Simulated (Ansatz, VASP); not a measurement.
## AlN in VASP and in Ansatz

File INCAR:

```
SYSTEM = AlN
PREC     = Accurate       ! precision mode
ENCUT    = 520            ! plane-wave cutoff, eV
EDIFF    = 1E-6           ! SCF threshold, eV
ISMEAR   = 0              ! smearing method
SIGMA    = 0.05           ! smearing width, eV
LREAL    = .FALSE.        ! projectors in reciprocal space
LASPH    = .TRUE.         ! aspherical terms in the spheres
NELM     = 100            ! most SCF steps
ALGO     = Normal         ! electronic algorithm
ISIF     = 2              ! what is computed and relaxed
LWAVE    = .FALSE.        ! write WAVECAR
LCHARG   = .FALSE.        ! write CHGCAR
GGA      = PS             ! functional
NBANDS   = 16             ! bands
```

The input KPOINTS:

```
regular mesh
0
G
  9 9 6
  0 0 0
```

File POSCAR:

```
AlN
1.0
    3.2421000000      0.0000000000      0.0000000000
   -1.6210500000      2.8077409616      0.0000000000
    0.0000000000      0.0000000000      4.2240000000
Al N
2 2
Direct
    0.3333333333      0.6666666667      0.7500000000
    0.6666666667      0.3333333333      0.2500000000
    0.3333333333      0.6666666667      0.2500000000
    0.6666666667      0.3333333333      0.7500000000
```

Input for Ansatz:

```yaml
crystal:
  lattice:
    - [3.2421, 0.0, 0.0]
    - [-1.62105, 2.8077409616, 0.0]
    - [0.0, 0.0, 4.224]
  atoms:
    - { symbol: Al, position: [0.3333333333, 0.6666666667, 0.75] }
    - { symbol: Al, position: [0.6666666667, 0.3333333333, 0.25] }
    - { symbol: "N", position: [0.3333333333, 0.6666666667, 0.25] }
    - { symbol: "N", position: [0.6666666667, 0.3333333333, 0.75] }
basis:
  ecutwfc: 520.0
kpoints:
  mp_grid: { grid: [9, 9, 6] }
hamiltonian:
  xc: pbesol
scf:
  occupations: { method: gaussian, width: 0.05 }
output:
  forces: true
  stress: true
  eigenvalues: true
```

Alike in both runs: task single point; functional PBEsol; k mesh 9 × 9 × 6; occupations gaussian, width 0.05 eV; no spin polarisation.

|  | VASP | Ansatz |
| --- | --- | --- |
| version | VASP 6.6.1 | Ansatz 0.2.0 |
| potentials or method | VASP PAW PBE potentials, release 64 (Al, N), cutoff 520 eV | scalar-relativistic, plane waves, PAW |
| valence electrons in the cell | 16 | 16 |

```csv
,VASP,Ansatz,Ansatz less VASP
gap on the k mesh at the Fermi level (eV),3.37,3.36,-0.015
least direct gap on the mesh (eV),3.37,3.36,-0.015
pressure (GPa),5.1,5.2,+0.02
"traceless stress, the component that is largest in VASP (GPa)",-6.07,-5.98,+0.086
```

VASP's potentials were made for PBE, not for PBEsol.
